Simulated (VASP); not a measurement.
# TiSn5 (P4/mmm) in VASP: single point with PBE

Aim: the single point of TiSn5 with PBE.

Program: VASP 6.6.1. These are calculated values, not measurements. Logs are shortened: lines on timing, memory, paths and dates and some standing lists are left out, and cuts for length are marked.

### Step 1. The cell of the first run

The structure is tetragonal, space group P4/mmm (No. 123). Conventional cell: a = 5.313 Å, b = 5.313 Å, c = 10.517 Å, α = 90.00°, β = 90.00°, γ = 90.00°. Within 3.4 Å of Ti (site symmetry 4/mmm) lie 6 Sn at 2.58 to 2.66 Å. Sn (site symmetry mmm) has 2 Ti at 2.66 Å within 3.5 Å. Sn (site symmetry 4mm) has 1 Ti at 2.58 Å and 1 Sn at 2.68 Å within 3.4 Å. Within 3.5 Å of Sn (site symmetry 4/mmm) lie 2 Sn at 2.68 Å.

The cell was generated, and may not be a known phase.

### Step 2. Single point, PBE, collinear spin

INCAR

```
  PREC = Accurate
  ENCUT = 520
  EDIFF = 1E-6
  ISMEAR = 0
  SIGMA = 0.1
  LREAL = F
  LASPH = T
  NELM = 150
  ALGO = Fast
  ISIF = 2
  LWAVE = F
  LCHARG = F
  ISPIN = 2
  MAGMOM = 1 0 0 0 0 0
  LORBIT = 11
  LMAXMIX = 4
  GGA = PE
  NBANDS = 54
```

KPOINTS

```
regular mesh
0
Gamma
  4 4 2
```

POSCAR

```
TiSn5
1.0
    5.3125217222      0.0000000000      0.0000000000
    0.0000000000      5.3125217222      0.0000000000
    0.0000000000      0.0000000000     10.5170958155
Ti Sn
1 5
Direct
    0.5000000000      0.5000000000      0.0000000000
    0.5000000000      0.0000000000      0.0000000000
    0.0000000000      0.5000000000      0.0000000000
    0.5000000000      0.5000000000      0.2451509867
    0.5000000000      0.5000000000      0.7548490133
    0.5000000000      0.5000000000      0.5000000000
```

Potentials or basis: VASP PAW PBE potentials, release 64 (Ti_sv, Sn_d).

Launch:

```bash
$ cat potpaw_PBE.64/Ti_sv/POTCAR potpaw_PBE.64/Sn_d/POTCAR > POTCAR
$ mpirun -np 1 vasp_std > vasp.out
```

OUTCAR:

```text
PREC = Accurate
   ENCUT = 520
   EDIFF = 1E-6
   ISMEAR = 0
   LREAL = F
   LASPH = T
   NELM = 150
   ISIF = 2
   ISPIN = 2
   LORBIT = 11
   GGA = PE

 ion  position               nearest neighbor table
   1  0.500  0.500  0.000-   4 2.58   5 2.58   2 2.66   3 2.66   2 2.66   3 2.66
   2  0.500  0.000  0.000-   1 2.66   1 2.66   5 3.70   4 3.70   4 3.70   5 3.70   3 3.76   3 3.76
                             3 3.76   3 3.76
   3  0.000  0.500  0.000-   1 2.66   1 2.66   5 3.70   4 3.70   4 3.70   5 3.70   2 3.76   2 3.76
                             2 3.76   2 3.76
   4  0.500  0.500  0.245-   1 2.58   6 2.68   3 3.70   2 3.70   2 3.70   3 3.70
   5  0.500  0.500  0.755-   1 2.58   6 2.68   3 3.70   2 3.70   2 3.70   3 3.70
   6  0.500  0.500  0.500-   4 2.68   5 2.68

  LATTYP: Found a simple tetragonal cell.
 ALAT       =     5.3125217222
 C/A-ratio  =     1.9796805294

  Lattice vectors:

 A1 = (   5.3125217222,   0.0000000000,   0.0000000000)
 A2 = (   0.0000000000,   5.3125217222,   0.0000000000)
 A3 = (   0.0000000000,   0.0000000000,  10.5170958155)

Analysis of symmetry for initial positions (statically):
=====================================================================
 Subroutine PRICEL returns:
 Original cell was already a primitive cell.

 Routine SETGRP: Setting up the symmetry group for a
 simple tetragonal supercell.

 Subroutine GETGRP returns: Found 16 space group operations
 (whereof 16 operations were pure point group operations)
 out of a pool of 16 trial point group operations.

The static configuration has the point symmetry D_4h.

Analysis of symmetry for dynamics (positions and initial velocities):
=====================================================================
 Subroutine PRICEL returns:
 Original cell was already a primitive cell.

 Routine SETGRP: Setting up the symmetry group for a
 simple tetragonal supercell.

 Subroutine GETGRP returns: Found 16 space group operations
 (whereof 16 operations were pure point group operations)
 out of a pool of 16 trial point group operations.

The dynamic configuration has the point symmetry D_4h.

Analysis of structural, dynamic, and magnetic symmetry:
=====================================================================
 Subroutine PRICEL returns:
 Original cell was already a primitive cell.

 Routine SETGRP: Setting up the symmetry group for a
 simple tetragonal supercell.

[... 133 lines left out ...]
  energy-cutoff  :      520.00
  volume of cell :      296.82
 maximum number of plane-waves:      8016
 NGX is ok and might be reduce to    40
   NGX = 19   NGY = 19   NGZ = 39

 number of electron      82.0000034 magnetization       0.0421707

 number of electron      82.0000034 magnetization      -0.0000145

 Free energy of the ion-electron system (eV)
  ---------------------------------------------------
  ext. energy  EPLUGINS =         0.00000000
  ---------------------------------------------------
  free energy    TOTEN  =       -23.63036408 eV

  energy without entropy =      -23.60389631  energy(sigma->0) =      -23.61713019

 E-fermi :   2.0995     XC(G=0):  -6.9564

 val. band max:        2.0810647105   @ k =   0.2500   0.0000   0.5000
 cond. band min:       2.1130878989   @ k =   0.2500   0.2500   0.5000
 fundamental gap:      0.0320231884
 Fermi energy:         2.0994724025

 spin component 1

 k-point     1 :       0.0000    0.0000    0.0000
  band No.  band energies     occupation
      1     -54.3707      1.00000
      2     -30.8619      1.00000
      3     -30.6314      1.00000
      4     -30.6314      1.00000
      5     -19.8681      1.00000
      6     -19.5752      1.00000
[... 661 lines left out ...]
     52       6.0514      0.00000
     53       6.4945      0.00000
 Fermi energy:         2.0994724025

 spin component 2

 k-point     1 :       0.0000    0.0000    0.0000
  band No.  band energies     occupation
      1     -54.3706      1.00000
      2     -30.8619      1.00000
      3     -30.6313      1.00000
      4     -30.6313      1.00000
      5     -19.8681      1.00000
      6     -19.5752      1.00000
[... 661 lines left out ...]
     52       6.0514      0.00000
     53       6.4948      0.00000
 [bands above 53 left out]

------------------------ aborting loop because EDIFF is reached ----------------------------------------

  FORCE on cell =-STRESS in cart. coord.  units (eV):
  Direction    XX          YY          ZZ          XY          YZ          ZX
  --------------------------------------------------------------------------------------
  -------------------------------------------------------------------------------------
  Total       -0.0763172     -0.0763172      0.4024018      0.0000000     -0.0000000     -0.0000000
  in kB       -0.4119415     -0.4119415      2.1720672      0.0000000     -0.0000000     -0.0000000
  external PRESSURE =       0.4493947 kB  Pullay stress =       0.0000000 kB

 VOLUME and BASIS-vectors are now :
 -----------------------------------------------------------------------------
  energy-cutoff  :      520.00
  volume of cell :      296.82
      direct lattice vectors                 reciprocal lattice vectors
     5.312521722  0.000000000  0.000000000     0.188234524  0.000000000  0.000000000
     0.000000000  5.312521722  0.000000000     0.000000000  0.188234524  0.000000000
     0.000000000  0.000000000 10.517095815     0.000000000  0.000000000  0.095083283

 POSITION                                       TOTAL-FORCE (eV/Angst)
 -----------------------------------------------------------------------------------
      2.65626      2.65626      0.00000         0.000000     -0.000000      0.000000
      2.65626      0.00000      0.00000         0.000000     -0.000000      0.000000
      0.00000      2.65626      0.00000         0.000000     -0.000000      0.000000
      2.65626      2.65626      2.57828        -0.000000      0.000000     -0.022262
      2.65626      2.65626      7.93882         0.000000      0.000000      0.022262
      2.65626      2.65626      5.25855         0.000000     -0.000000      0.000000
 -----------------------------------------------------------------------------------
    total drift:                               -0.000000      0.000000     -0.000000

  FREE ENERGIE OF THE ION-ELECTRON SYSTEM (eV)
  ---------------------------------------------------
  free  energy   TOTEN  =       -23.6303640801 eV

  energy  without entropy=      -23.6038963083  energy(sigma->0) =      -23.61713019

 total charge

# of ion       s       p       d       tot
------------------------------------------
    1        2.196   6.144   2.094  10.434
    2        1.254   1.000   9.953  12.207
    3        1.254   1.000   9.953  12.207
    4        1.259   1.009   9.949  12.217
    5        1.259   1.009   9.949  12.217
    6        1.210   1.085   9.935  12.230
--------------------------------------------------
tot          8.432  11.246  51.833  71.512

 magnetization (x)

# of ion       s       p       d       tot
------------------------------------------
    1        0.000   0.000   0.000   0.000
    2       -0.000  -0.000   0.000  -0.000
    3       -0.000  -0.000   0.000  -0.000
    4       -0.000  -0.000  -0.000  -0.000
    5       -0.000  -0.000  -0.000  -0.000
    6       -0.000  -0.000  -0.000  -0.000
--------------------------------------------------
tot          0.000  -0.000   0.000   0.000
```

OSZICAR:

```text
N       E                     dE             d eps       ncg     rms          rms(c)
DAV:   1     0.898660618649E+03    0.89866E+03   -0.40295E+04  2774   0.183E+03
DAV:   2     0.112879956544E+03   -0.78578E+03   -0.76466E+03  2592   0.552E+02
DAV:   3    -0.141831506388E+02   -0.12706E+03   -0.12404E+03  3396   0.200E+02
[... 20 lines left out ...]
RMM:  24    -0.236303587015E+02   -0.29816E-05   -0.31710E-05  2601   0.884E-03    0.102E-03
RMM:  25    -0.236303607697E+02   -0.20682E-05   -0.22700E-05  2252   0.740E-03    0.151E-03
RMM:  26    -0.236303622307E+02   -0.14610E-05   -0.16392E-05  2129   0.649E-03    0.165E-03
RMM:  27    -0.236303632972E+02   -0.10665E-05   -0.11910E-05  1846   0.536E-03    0.189E-03
RMM:  28    -0.236303640801E+02   -0.78291E-06   -0.88477E-06  1770   0.466E-03
   1 F= -.23630364E+02 E0= -.23617130E+02  d E =-.264678E-01  mag=    -0.0000
```

stdout:

```text
POSCAR found type information on POSCAR TiSn
 POSCAR found :  2 types and       6 ions
 scaLAPACK will be used
 LDA part: xc-table for (Slater+PW92), standard interpolation
 POSCAR, INCAR and KPOINTS ok, starting setup
 FFT: planning ... GRIDC
 FFT: planning ... GRID_SOFT
 FFT: planning ... GRID
 WAVECAR not read
 entering main loop
WARNING in EDDRMM: call to ZHEGV failed, returncode =   6  3     32
WARNING in EDDRMM: call to ZHEGV failed, returncode =   8  4     33
WARNING in EDDRMM: call to ZHEGV failed, returncode =   6  3     33
WARNING in EDDRMM: call to ZHEGV failed, returncode =   6  3      5
WARNING in EDDRMM: call to ZHEGV failed, returncode =   8  4     51
```

Wall time 11 min (1 thread of Intel Xeon Platinum 8488C (Sapphire Rapids), shared host); peak memory 0.58 GiB.

What came out:

```
Free energy                                           : -23.6304 eV
Pressure                                              : 0.0 GPa
Largest force                                         : 0.022 eV/Å
Band gap on the k mesh                                : zero (filled and empty bands overlap)
Net moment                                            : 0.00 μB per cell
Valence electrons inside the program's atomic spheres : Ti 10.43; Sn 12.21, 12.22, 12.23 (each value once)
```

Forces in eV/Å, atoms in the order of the input:
```
Ti   0.000  0.000  0.000
Sn   0.000  0.000  0.000
Sn   0.000  0.000  0.000
Sn   0.000  0.000 -0.022
Sn   0.000  0.000  0.022
Sn   0.000  0.000  0.000
```

Caveat: spin-orbit coupling is left out, which moves the levels of the heavy elements.

The gap in the log of VASP goes by the Fermi energy; the results here count the filled bands.